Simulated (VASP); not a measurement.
Wanted: the native input for a VASP 6.6.1 run.

| Item | Value |
| --- | --- |
| Task | single point |
| Functional | LDA |
| Potentials or basis | VASP PAW LDA potentials, release 64 (Pt) |
| Cutoff | 520 eV |
| k mesh | 7 × 7 × 7 |
| Occupations | fermi-dirac, width 0.05 eV |
| Spin | no spin polarisation |
| Dipole correction | no |
| Further INCAR settings | ALGO = Fast; EDIFF = 1e-07; NBANDS = 11 |

The structure of Pt lies in POSCAR:

```
Pt
1.0
    0.0000000000      1.9609000000      1.9609000000
    1.9609000000      0.0000000000      1.9609000000
    1.9609000000      1.9609000000      0.0000000000
Pt
1
Direct
    0.0000000000      0.0000000000      0.0000000000
```

The input as run:

INCAR

```
SYSTEM = Pt
PREC = Accurate
ENCUT = 520
EDIFF = 1E-7
ISMEAR = -1
SIGMA = 0.05
LREAL = .False.
LASPH = .True.
NELM = 80
ALGO = Fast
ISIF = 2
LWAVE = .False.
LCHARG = .True.
LELF = .True.
LVHAR = .True.
NBANDS = 11
```

KPOINTS

```
Automatic mesh
0
Gamma
  7 7 7
  0 0 0
```

Potentials or basis: VASP PAW LDA potentials, release 64 (Pt).

Command:

```sh
$ cat potpaw_LDA.64/Pt/POTCAR > POTCAR
$ mpirun -np 1 vasp_std > vasp.out
```

It gave:

```json
{
 "Pressure": "-3.8 GPa",
 "Band gap on the k mesh": "zero (band 5 reaches 11.44 eV, above the bottom of band 6 at 9.44 eV)"
}
```

Caveat: the k points lie up to 0.40 Å⁻¹ apart; spin-orbit coupling is left out, which moves the levels of the heavy elements.

Wall time 4.2 s on 1 thread of Intel Xeon 8259CL, on a shared host, peak memory 0.13 GiB.
